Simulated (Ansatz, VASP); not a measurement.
## TaN, level by level in two programs

```
Ta N
1.0
     0.00000    2.18144    2.18144
     2.18144    0.00000    2.18144
     2.18144    2.18144    0.00000
Ta N
1 1
Direct
  0.50000 0.50000 0.50000
  0.00000 0.00000 0.00000
```

Single points on this cell with VASP 6.6.1 and Ansatz 0.2.0. Each row is one pair of runs. Alike in all rows: spin: off; smearing: fermi-dirac, width 0.05 eV.

```tsv
level	k mesh	VASP's potentials, cutoff	Ansatz's potentials, cutoff	gap on the k mesh at the Fermi level (eV), VASP	gap on the k mesh at the Fermi level (eV), Ansatz	pressure (GPa), VASP	pressure (GPa), Ansatz
PBE	10 × 10 × 10	VASP PAW PBE potentials, release 64 (Ta_sv_GW, N), 600 eV	Ansatz PAW, 420 eV	none	none	13.2	13.1
LDA	10 × 10 × 10	VASP PAW LDA potentials, release 64 (Ta_pv, N), 600 eV	Ansatz PAW, 420 eV	none	?	-1.9	?
PBEsol+D3(BJ)	10 × 10 × 10	VASP PAW PBE potentials, release 64 (Ta_pv, N), 600 eV	Ansatz PAW, 420 eV	none	none	-3.4	-4.3
BLYP+D3(BJ)	10 × 10 × 10	VASP PAW PBE potentials, release 64 (Ta_pv, N), 600 eV	Ansatz PAW, 420 eV	none	none	9.4	7.2
LDA	10 × 10 × 10	VASP PAW LDA potentials, release 64 (Ta_sv_GW, N), 600 eV	Ansatz PAW, 420 eV	none	none	-2.6	-3.8
r2SCAN	10 × 10 × 10	VASP PAW PBE potentials, release 64 (Ta_sv_GW, N), 660 eV	Ansatz PAW, 500 eV	none	none	8.3	8.3
PBE0	6 × 6 × 6	VASP PAW PBE potentials, release 64 (Ta_pv, N), 520 eV	Ansatz PAW, 420 eV	none	none	4.8	5.2
```

Problem. Fill in what Ansatz gave in row 2.

Solution. gap on the k mesh at the Fermi level (eV): none; pressure (GPa): -3.8.

VASP's potentials hold 16 valence electrons a cell and Ansatz's 18 in some rows, so a difference there can come from the potentials and not from the codes.

A gap of «none» marks a metal or a gap that the smearing closes.

The k mesh is coarse in some rows, so the values compare programs but aren't converged. Spin-orbit coupling is off throughout.
